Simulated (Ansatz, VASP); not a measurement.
BaS: VASP beside Ansatz

```
Ba S
1.0
     0.00000    3.12855    3.12855
     3.12855    0.00000    3.12855
     3.12855    3.12855    0.00000
Ba S
1 1
Direct
  0.00000 0.00000 0.00000
  0.50000 0.50000 0.50000
```

Alike in both runs: task single point; functional PBE0; k mesh 4 × 4 × 4; occupations fermi-dirac, width 0.05 eV; no spin polarisation.

```csv
,VASP,Ansatz
version,VASP 6.6.1,Ansatz 0.2.0
potentials or method,"VASP PAW PBE potentials, release 64 (Ba_sv, S)",Ansatz PAW
plane-wave cutoff (eV),520,420
valence electrons in the cell,16,16
```

Ansatz gave:

- gap on the k mesh at the Fermi level (eV): 3.71
- least direct gap on the mesh (eV): 3.79
- pressure (GPa): 3.7

Task: Which values does VASP return?

Result: gap on the k mesh at the Fermi level (eV): 3.62; least direct gap on the mesh (eV): 3.74; pressure (GPa): 4.3.

The functional is the same, so the differences come from potentials, cutoffs and numerics.

The k mesh is coarse, so the values compare programs but aren't converged. Neither program's run includes spin-orbit coupling.
